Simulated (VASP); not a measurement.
# Be16H (a cell with a defect) in VASP: further runs

The runs below take Be16H (a cell with a defect) through single point, with PBE.

Program: VASP 6.6.1. These are calculated values, not measurements. Logs are shortened: lines on timing, memory, paths and dates and some standing lists are left out, and cuts for length are marked.

**1. The cell of the first run**

The cell holds a defect, 17 atoms: a = 4.580 Å, b = 3.966 Å, c = 7.177 Å, α = 90.00°, β = 90.00°, γ = 90.00°.

**2. Single point, PBE**

File INCAR:

```
PREC = Accurate
ENCUT = 520
EDIFF = 1E-6
ISMEAR = -1
SIGMA = 0.15
LREAL = Auto
LASPH = T
NELM = 60
ALGO = Normal
ISIF = 2
LWAVE = F
LCHARG = F
GGA = PE
NBANDS = 30
```

File KPOINTS:

```
regular mesh
0
Gamma
  5 5 3
```

File POSCAR:

```
Be16H
1.0
   -2.2900000000     -3.9663960000      0.0000000000
    3.4350000000     -1.9831980000      0.0000000000
    0.0000000000      0.0000000000      7.1768600000
Be H
16 1
Direct
    0.7494925289      0.5002686728     -0.0038353820
    0.4891453003      0.3394386427      0.2457282154
    0.7495096250      0.5101694443      0.5039220495
    0.4991140591      0.3342475096      0.7497475219
    0.4983529003     -0.0013851116     -0.0011974596
    0.2494300818      0.8315571724      0.2509734062
    0.4930878601     -0.0063335663      0.5049878359
    0.2494905611      0.8288449446      0.7542277542
    0.2494652813      0.4991387174     -0.0013099043
    0.0098129990      0.3391853763      0.2457679264
    0.2494728837      0.4982698409      0.5019098882
   -0.0001450177      0.3342375282      0.7497625703
    0.0006272583     -0.0013931815     -0.0011925828
    0.7495756277      0.8241881186      0.2459485067
    0.0059485621     -0.0063510314      0.5050184900
    0.7494875612      0.8382403246      0.7520070058
    0.7492553701      0.1730878596      0.3332510318
```

Potentials or basis: VASP PAW PBE potentials, release 64 (Be, H).

Command:

```console
$ cat potpaw_PBE.64/Be/POTCAR potpaw_PBE.64/H/POTCAR > POTCAR
$ mpirun -np 1 vasp_std > vasp.out
```

OUTCAR:

```text
PREC = Accurate
   ENCUT = 520
   EDIFF = 1E-6
   ISMEAR = -1
   LREAL = Auto
   LASPH = T
   NELM = 60
   ISIF = 2
   GGA = PE

 ion  position               nearest neighbor table
   1  0.749  0.500  0.996-  14 2.21  16 2.21  12 2.21   4 2.21   2 2.24  10 2.24  13 2.29   5 2.29
                             9 2.29   9 2.29   5 2.30  13 2.30
   2  0.489  0.339  0.246-  17 1.50   9 2.18  10 2.20   5 2.23  11 2.23   6 2.24   1 2.24  14 2.26
                             6 2.29   3 2.31   7 2.31  14 2.37  10 2.38
   3  0.750  0.510  0.504-  16 2.21  12 2.22   4 2.22  14 2.23  15 2.25   7 2.25  11 2.29  11 2.29
                            10 2.31   2 2.31   7 2.36  15 2.36
   4  0.499  0.334  0.750-   1 2.21  11 2.21   7 2.22   3 2.22   9 2.22   5 2.23   8 2.27  16 2.28
                            12 2.29  12 2.29  16 2.30   8 2.31
   5  0.498  0.999  0.999-   8 2.20  16 2.21  14 2.22   4 2.23   2 2.23   6 2.24  13 2.28   9 2.29
                             1 2.29   9 2.29   1 2.30  13 2.30
   6  0.249  0.832  0.251-  15 2.23   7 2.23  11 2.23  13 2.24   5 2.24   9 2.24   2 2.24  10 2.24
                            14 2.29  14 2.29  10 2.29   2 2.29
   7  0.493  0.994  0.505-   8 2.21  16 2.21   4 2.22  15 2.23   6 2.23   3 2.25  11 2.26  11 2.29
                            14 2.30   2 2.31  15 2.35   3 2.36
   8  0.249  0.829  0.754-   9 2.19   5 2.20  13 2.20  15 2.21   7 2.21  11 2.24   4 2.27  12 2.27
                            16 2.29  16 2.29  12 2.31   4 2.31
   9  0.249  0.499  0.999-   2 2.18  10 2.18   8 2.19  12 2.22   4 2.22   6 2.24  13 2.29   5 2.29
                            13 2.29   5 2.29   1 2.29   1 2.29
  10  0.010  0.339  0.246-  17 1.50   9 2.18   2 2.20  13 2.23  11 2.23   6 2.24   1 2.24  14 2.26
                             6 2.29   3 2.31  15 2.31  14 2.36   2 2.38
  11  0.249  0.498  0.502-   4 2.21  12 2.21   2 2.23  10 2.23   6 2.23   8 2.24  15 2.26   7 2.26
                             3 2.29   3 2.29  15 2.29   7 2.29
  12  1.000  0.334  0.750-   1 2.21  11 2.21  15 2.22   3 2.22   9 2.22  13 2.23   8 2.27  16 2.28
                             4 2.29   4 2.29  16 2.30   8 2.31
  13  0.001  0.999  0.999-   8 2.20  16 2.21  14 2.22  12 2.23  10 2.23   6 2.24   5 2.28   9 2.29
                             1 2.29   9 2.29   1 2.30   5 2.30
  14  0.750  0.824  0.246-  17 1.52   1 2.21  13 2.22   5 2.22   3 2.23   2 2.26  10 2.26   6 2.29
                             6 2.29  15 2.30   7 2.30  10 2.36   2 2.37
  15  0.006  0.994  0.505-   8 2.21  16 2.21  12 2.22   7 2.23   6 2.23   3 2.25  11 2.26  11 2.29
                            14 2.30  10 2.31   7 2.35   3 2.36
  16  0.749  0.838  0.752-   3 2.21   5 2.21  13 2.21   1 2.21  15 2.21   7 2.21  12 2.28   4 2.28
                             8 2.29   8 2.29   4 2.30  12 2.30
  17  0.749  0.173  0.333-   2 1.50  10 1.50  14 1.52

  LATTYP: Found a simple orthorhombic cell.
 ALAT       =     3.9663962620
 B/A-ratio  =     1.1547004875
 C/A-ratio  =     1.8094157835

  Lattice vectors:

 A1 = (  -3.4350000000,   1.9831980000,   0.0000000000)
 A2 = (  -2.2900000000,  -3.9663960000,   0.0000000000)
 A3 = (   0.0000000000,   0.0000000000,   7.1768600000)

Analysis of symmetry for initial positions (statically):
=====================================================================
 Subroutine PRICEL returns:
 Original cell was already a primitive cell.

 Routine SETGRP: Setting up the symmetry group for a
 simple orthorhombic supercell.

 Subroutine GETGRP returns: Found  1 space group operations
 (whereof  1 operations were pure point group operations)
 out of a pool of  8 trial point group operations.

The static configuration has the point symmetry C_1 .

Analysis of symmetry for dynamics (positions and initial velocities):
=====================================================================
 Subroutine PRICEL returns:
 Original cell was already a primitive cell.

 Routine SETGRP: Setting up the symmetry group for a
 simple orthorhombic supercell.

 Subroutine GETGRP returns: Found  1 space group operations
 (whereof  1 operations were pure point group operations)
 out of a pool of  8 trial point group operations.

The dynamic configuration has the point symmetry C_1 .

 Subroutine INISYM returns: Found  1 space group operations
 (whereof  1 operations are pure point group operations),
 and found     1 'primitive' translations

----------------------------------------------------------------------------------------

                                     Primitive cell

  volume of cell :     130.3755

  direct lattice vectors                    reciprocal lattice vectors
    -2.290000000 -3.966396000  0.000000000    -0.109170306 -0.189088533  0.000000000
     3.435000000 -1.983198000  0.000000000     0.218340611 -0.126059022  0.000000000
[... 57 lines left out ...]
     0.000000000  0.000000000  0.046445567     0.000000000  0.000000000  0.333333333

  Length of vectors
     0.043668125  0.050423605  0.046445567

  Shift w.r.t. Gamma in fractional coordinates (k-lattice)
     0.000000000  0.000000000  0.000000000

 Subroutine IBZKPT returns following result:
 ===========================================

 Found     38 irreducible k-points:

 Following reciprocal coordinates:
            Coordinates               Weight
  0.000000  0.000000  0.000000      1.000000
  0.200000  0.000000  0.000000      2.000000
  0.400000  0.000000  0.000000      2.000000
  0.000000  0.200000  0.000000      2.000000
  0.200000  0.200000  0.000000      2.000000
 -0.200000  0.200000  0.000000      2.000000
[... 16 lines left out ...]
  0.200000 -0.200000 -0.333333      2.000000
 -0.200000 -0.200000  0.333333      2.000000
 [... further k-points ...]
   k-points           NKPTS =     38   k-points in BZ     NKDIM =     38   number of bands    NBANDS=     30
   number of dos      NEDOS =    301   number of ions     NIONS =     17
   total plane-waves  NPLWV =  58320
   dimension x,y,z NGX =    36 NGY =   30 NGZ =   54
   dimension x,y,z NGXF=    72 NGYF=   60 NGZF=  108
   ions per type =              16   1
   NGX,Y,Z   is equivalent  to a cutoff of  13.07, 12.57, 12.51 a.u.
   NGXF,Y,Z  is equivalent  to a cutoff of  26.13, 25.15, 25.02 a.u.
 SYSTEM =  unknown system
   PREC   = accura    normal or accurate (medium, high low for compatibility)
   ISTART =      0    job   : 0-new  1-cont  2-samecut
   ICHARG =      2    charge: 1-file 2-atom 10-const
   ISPIN  =      1    spin polarized calculation?
   LNONCOLLINEAR =      F non collinear calculations
   LSORBIT =      F    spin-orbit coupling
   LASPH  =      T    aspherical Exc in radial PAW
   ENCUT  =  520.0 eV  38.22 Ry    6.18 a.u.   8.52  7.37 13.34*2*pi/ulx,y,z
   NELM   =     60;   NELMIN=  2; NELMDL= -5     # of ELM steps
   EDIFF  = 0.1E-05   stopping-criterion for ELM
   LREAL  =      T    real-space projection
   EDIFFG = 0.1E-04   stopping-criterion for IOM
   NSW    =      0    number of steps for IOM
   IBRION =     -1    ionic relax: 0-MD 1-quasi-New 2-CG
   NFREE  =      0    steps in history (QN), initial steepest desc. (CG)
   ISIF   =      2    stress and relaxation
   ISYM   =      2    0-nonsym 1-usesym 2-fastsym
   POTIM  = 0.5000    time-step for ionic-motion
   TEBEG  =    0.0;   TEEND  =   0.0 temperature during run
   PSTRESS=    0.0 pullay stress
   NELECT =      33.0000    total number of electrons
   NUPDOWN=      -1.0000    fix difference up-down
   EMIN   =  10.00;   EMAX   =-10.00  energy-range for DOS
   EFERMI =   0.00;   METHOD = LEGACY
   ISMEAR =    -1;   SIGMA  =   0.15  broadening in eV -4-tet -1-fermi 0-gaus
   EFERMI_NEDOS =   21; number of points for ismear=-14 and -15
   IALGO  =     38    algorithm
   IMIX   =      4    mixing-type and parameters
     AMIX     =   0.40;   BMIX     =  1.00
     AMIX_MAG =   1.60;   BMIX_MAG =  1.00
  volume/ion in A,a.u.               =       7.67        51.75
  Fermi-wavevector in a.u.,A,eV,Ry     =   1.035573  1.956950 14.591049  1.072412
  Thomas-Fermi vector in A             =   2.169923
   LORBIT       =      0    0 simple, 1 ext, 2 COOP (PROOUT), +10 PAW based schemes
   GGA     = PE    functional components
   LHFCALC =     F    Hartree Fock is set to
   AEXX    =    0.0000 exact exchange contribution
   IVDW    =     0    specifies the selected vdW correction
   LEPSILON=     F    determine dielectric tensor
   LRPA    =     F    only Hartree local field effects (RPA)
 non-spin polarized calculation
  energy-cutoff  :      520.00
  volume of cell :      130.38
 maximum number of plane-waves:      3529
 NGX is ok and might be reduce to    36
   NGX = 17   NGY = 15   NGZ = 27

 number of electron      33.0000000 magnetization

 Free energy of the ion-electron system (eV)
  ---------------------------------------------------
  ext. energy  EPLUGINS =         0.00000000
  ---------------------------------------------------
  free energy    TOTEN  =       -61.70666389 eV

  energy without entropy =      -61.55899913  energy(sigma->0) =      -61.63283151

 E-fermi :   7.3178     XC(G=0): -10.5838

 val. band max:        7.3148331628   @ k =   0.4000  -0.2000  -0.3333
 cond. band min:       7.3252867266   @ k =   0.4000   0.0000   0.0000
 fundamental gap:      0.0104535638
 Fermi energy:         7.3177643024

 k-point     1 :       0.0000    0.0000    0.0000
  band No.  band energies     occupation
      1      -5.1257      2.00000
      2      -2.9938      2.00000
      3      -2.1823      2.00000
      4      -0.2177      2.00000
      5       0.9695      2.00000
      6       1.5350      2.00000
[... 733 lines left out ...]
     27      12.0381      0.00000
     28      12.5844      0.00000

 [... further k-points ...]

 [bands above 28 left out]

------------------------ aborting loop because EDIFF is reached ----------------------------------------

  FORCE on cell =-STRESS in cart. coord.  units (eV):
  Direction    XX          YY          ZZ          XY          YZ          ZX
  --------------------------------------------------------------------------------------
  -------------------------------------------------------------------------------------
  Total        0.2834695      1.1360018     -0.2040027      0.7421353      0.0612890     -0.1094748
  in kB        3.4835405     13.9602624     -2.5069775      9.1200591      0.7531768     -1.3453297
  external PRESSURE =       4.9789418 kB  Pullay stress =       0.0000000 kB

 VOLUME and BASIS-vectors are now :
 -----------------------------------------------------------------------------
  energy-cutoff  :      520.00
  volume of cell :      130.38
      direct lattice vectors                 reciprocal lattice vectors
    -2.290000000 -3.966396000  0.000000000    -0.109170306 -0.189088533  0.000000000
     3.435000000 -1.983198000  0.000000000     0.218340611 -0.126059022  0.000000000
     0.000000000  0.000000000  7.176860000     0.000000000  0.000000000  0.139336702

 POSITION                                       TOTAL-FORCE (eV/Angst)
 -----------------------------------------------------------------------------------
      0.00208     -3.96492      7.14933        -0.034240      0.019917     -0.025273
      0.04583     -2.61332      1.76356        -0.045479     -0.024510     -0.065333
      0.03605     -3.98462      3.61658        -0.004167      0.002619     -0.078445
      0.00517     -2.64256      5.38083        -0.001271     -0.000374     -0.049820
      2.28901     -3.95712      7.16827         0.000665     -0.012707     -0.006771
      2.28520     -2.63848      1.80120        -0.010215      0.005306     -0.043174
[... 9 lines left out ...]
      1.16303     -4.63516      5.39705         0.005490     -0.003000     -0.030469
     -1.12124     -3.31511      2.39170         0.028675     -0.018286      0.714209
 -----------------------------------------------------------------------------------
    total drift:                               -0.001408      0.000091      0.001588

  FREE ENERGIE OF THE ION-ELECTRON SYSTEM (eV)
  ---------------------------------------------------
  free  energy   TOTEN  =       -61.7066638948 eV

  energy  without entropy=      -61.5589991264  energy(sigma->0) =      -61.63283151
```

Wall time 86 s (1 thread of AMD EPYC 9R45 (Zen 5), shared host); peak memory 0.24 GiB.

Results:

```yaml
Free_energy: -61.7067 eV
Pressure: 0.5 GPa
Largest_force: 0.715 eV/Å
Band_gap_on_the_k_mesh: zero (an odd number of electrons rules out a gap without spin polarisation)
```

Forces on the atoms (eV/Å):
```
Be  -0.034  0.020 -0.025
Be  -0.045 -0.025 -0.065
Be  -0.004  0.003 -0.078
Be  -0.001  0.000 -0.050
Be   0.001 -0.013 -0.007
Be  -0.010  0.005 -0.043
Be  -0.004  0.022 -0.058
Be   0.004 -0.003 -0.019
Be   0.014 -0.008 -0.052
Be   0.000  0.051 -0.065
Be   0.013 -0.008 -0.040
Be   0.000  0.001 -0.050
Be   0.012  0.006 -0.007
Be   0.043 -0.023 -0.065
Be  -0.021 -0.007 -0.058
Be   0.005 -0.003 -0.030
H    0.029 -0.018  0.714
```

**3. Single point, PBE**

File INCAR:

```
SYSTEM = Be16H
ALGO = Normal
EDIFF = 1E-7
ENCUT = 520
GGA = PE
ISIF = 2
ISMEAR = -1
LASPH = .TRUE.
LCHARG = .TRUE.
LELF = .TRUE.
LREAL = Auto
LVHAR = .TRUE.
LWAVE = .FALSE.
NBANDS = 30
NELM = 60
PREC = Accurate
SIGMA = 0.15
```

File KPOINTS:

```
k-points
0
G
  5 5 3
  0 0 0
```

File POSCAR:

```
Be16H
1.0
   -2.2900000000     -3.9663960000      0.0000000000
    3.4350000000     -1.9831980000      0.0000000000
    0.0000000000      0.0000000000      7.1768600000
Be H
16 1
Direct
    0.7495496204      0.5038147396     -0.0049117581
    0.4851647451      0.3414830469      0.2469627386
    0.7495595714      0.5095285061      0.5054351067
    0.4991318921      0.3341528480      0.7500306541
    0.4974638749     -0.0023047238     -0.0031334037
    0.2494771483      0.8326182444      0.2508605435
    0.4945578138     -0.0052007588      0.5056183345
    0.2495488601      0.8283274788      0.7526446106
    0.2495209048      0.4975944314     -0.0010501807
    0.0138723532      0.3411256736      0.2469886552
    0.2495282151      0.4968083297      0.5017341846
   -0.0000489887      0.3341402666      0.7500404076
    0.0016406508     -0.0023222445     -0.0031356331
    0.7496718274      0.8185474483      0.2471572526
    0.0045715026     -0.0052230739      0.5056403497
    0.7495400751      0.8374954212      0.7513182645
    0.7493164908      0.1715507318      0.2916382652
```

Potentials or basis: VASP PAW PBE potentials, release 64 (Be, H).

Command:

```console
$ cat potpaw_PBE.64/Be/POTCAR potpaw_PBE.64/H/POTCAR > POTCAR
$ mpirun -np 1 vasp_std > vasp.out
```

OUTCAR:

```text
SYSTEM = Be16H
   EDIFF = 1E-7
   ENCUT = 520
   GGA = PE
   ISIF = 2
   ISMEAR = -1
   LASPH = .TRUE.
   LREAL = Auto
   NELM = 60
   PREC = Accurate

 ion  position               nearest neighbor table
   1  0.750  0.504  0.995-  16 2.19  14 2.20  12 2.20   4 2.20   2 2.27  10 2.27  13 2.27   5 2.27
                             9 2.29   9 2.29   5 2.32  13 2.32
   2  0.485  0.341  0.247-  17 1.42  10 2.16   9 2.17  11 2.21   6 2.23  14 2.25   5 2.25   1 2.27
                             6 2.29   7 2.31   3 2.31
   3  0.750  0.510  0.505-  16 2.19  12 2.21   4 2.21  14 2.22  15 2.25   7 2.25  11 2.29  11 2.29
                             2 2.31  10 2.31   7 2.35  15 2.35
[... 1006 lines left out ...]
  external PRESSURE =      13.1718161 kB  Pullay stress =       0.0000000 kB

 VOLUME and BASIS-vectors are now :
 -----------------------------------------------------------------------------
  energy-cutoff  :      520.00
  volume of cell :      130.38
      direct lattice vectors                 reciprocal lattice vectors
    -2.290000000 -3.966396000  0.000000000    -0.109170306 -0.189088533  0.000000000
     3.435000000 -1.983198000  0.000000000     0.218340611 -0.126059022  0.000000000
     0.000000000  0.000000000  7.176860000     0.000000000  0.000000000  0.139336702

 POSITION                                       TOTAL-FORCE (eV/Angst)
 -----------------------------------------------------------------------------------
      0.01413     -3.97218      7.14161        -0.031166      0.017951     -0.032213
      0.06197     -2.60158      1.77242        -0.018325     -0.003031     -0.100014
      0.03374     -3.98355      3.62744         0.015355     -0.008823     -0.054696
      0.00480     -2.64245      5.38287        -0.000451     -0.000814     -0.045877
      2.28789     -3.95177      7.15437         0.003636     -0.018659     -0.013089
      2.28874     -2.64077      1.80039        -0.006654      0.003372     -0.031247
[... 9 lines left out ...]
      1.16035     -4.63389      5.39211         0.003807     -0.002027     -0.021527
     -1.12666     -3.31231      2.09305         0.018573     -0.012246      0.705666
 -----------------------------------------------------------------------------------
    total drift:                                0.000009     -0.000543      0.001115

  FREE ENERGIE OF THE ION-ELECTRON SYSTEM (eV)
  ---------------------------------------------------
  free  energy   TOTEN  =       -61.4658096626 eV

  energy  without entropy=      -61.3150370679  energy(sigma->0) =      -61.39042337
```

stdout:

```text
POSCAR found type information on POSCAR BeH
 POSCAR found :  2 types and      17 ions
 scaLAPACK will be used
 LDA part: xc-table for (Slater+PW92), standard interpolation
 POSCAR, INCAR and KPOINTS ok, starting setup
 FFT: planning ... GRIDC
 FFT: planning ... GRID_SOFT
 FFT: planning ... GRID
 WAVECAR not read
 entering main loop
```

Run time: 1.8 min. Hardware: 1 thread of AMD EPYC 9R45 (Zen 5), shared host; peak memory 0.24 GiB.

Results:

```
Free energy            : -61.4658 eV
Pressure               : 1.3 GPa
Largest force          : 0.706 eV/Å
Band gap on the k mesh : zero (an odd number of electrons rules out a gap without spin polarisation)
```

Forces in eV/Å, atoms in the order of the input:
```
Be  -0.031  0.018 -0.032
Be  -0.018 -0.003 -0.100
Be   0.015 -0.009 -0.055
Be   0.000 -0.001 -0.046
Be   0.004 -0.019 -0.013
Be  -0.007  0.003 -0.031
Be  -0.005  0.023 -0.036
Be   0.000  0.000  0.000
Be   0.009 -0.006 -0.043
Be  -0.005  0.017 -0.099
Be   0.002 -0.002 -0.037
Be   0.001  0.001 -0.046
Be   0.018  0.006 -0.013
Be   0.018 -0.009 -0.096
Be  -0.023 -0.007 -0.036
Be   0.004 -0.002 -0.022
H    0.019 -0.012  0.706
```

Stress tensor (GPa, compression positive):
```
 0.67  0.90 -0.07
 0.90  1.69  0.04
-0.07  0.04  1.59
```

(Part 1 of 2 ends here.)

The gap in the log of VASP goes by the Fermi energy; the results here count the filled bands.